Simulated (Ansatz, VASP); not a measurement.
# SnO in VASP and in Ansatz

INCAR

```
SYSTEM = SnO
ALGO = Normal ; EDIFF = 1E-8
ENCUT = 1000 ; GGA = PS
GGA_COMPAT = .FALSE. ; ISIF = 2
ISMEAR = -1 ; LASPH = .TRUE.
LCHARG = .FALSE. ; LEFG = .TRUE.
LREAL = .FALSE. ; LWAVE = .FALSE.
NBANDS = 28 ; NELM = 120
PREC = Accurate ; SIGMA = 0.01
```

The input KPOINTS:

```
k-points
0
G
  8 8 6
  0 0 0
```

The input POSCAR:

```
SnO
1.0
    3.7259600000      0.0000000000      0.0000000000
    0.0000000000      3.7259600000      0.0000000000
    0.0000000000      0.0000000000      4.8360000000
Sn O
2 2
Direct
    0.0000000000      0.5000000000      0.2385000000
    0.5000000000      0.0000000000      0.7615000000
    0.0000000000      0.0000000000      0.0000000000
    0.5000000000      0.5000000000      0.0000000000
```

Input for Ansatz:

```yaml
crystal:
  lattice:
    - [3.72596, 0.0, 0.0]
    - [0.0, 3.72596, 0.0]
    - [0.0, 0.0, 4.836]
  atoms:
    - { symbol: Sn, position: [0.0, 0.5, 0.2385] }
    - { symbol: Sn, position: [0.5, 0.0, 0.7615] }
    - { symbol: O, position: [0.0, 0.0, 0.0] }
    - { symbol: O, position: [0.5, 0.5, 0.0] }
kpoints:
  mp_grid: { grid: [8, 8, 6] }
scf:
  occupations: { method: fermi_dirac, width: 0.01 }
hamiltonian:
  xc: pbesol
  pseudopotentials: { kind: paw }
output:
  forces: true
  stress: true
  eigenvalues: true
  efg: { contact_densities: true }
```

Change from the starting cell: equal xx and yy strain of -2 %, PAW files.

Alike in both runs: task electric field gradients; functional PBEsol; k mesh 8 × 8 × 6; occupations fermi-dirac, width 0.01 eV; no spin polarisation.

|  | VASP | Ansatz |
| --- | --- | --- |
| version | VASP 6.6.1 | Ansatz 0.2.0 |
| potentials or method | VASP PAW PBE potentials, release 64 (Sn_d, O_h) | PAW with Ansatz's default frozen-core files, scalar-relativistic |
| plane-wave cutoff (eV) | 1000 | 420 |
| valence electrons in the cell | 40 | 40 |

Ansatz gave:

* rms of the force components (eV/Å): 0.231
* size of Vzz on the site where it differs most (V/Å²): 184.0

Task: What did VASP give for the same quantities?

Result: rms of the force components (eV/Å): 0.269; size of Vzz on the site where it differs most (V/Å²): 173.5.

VASP's potentials were made for PBE, not for PBEsol. Atom by atom the forces differ by 0.037 eV/Å (rms over components).
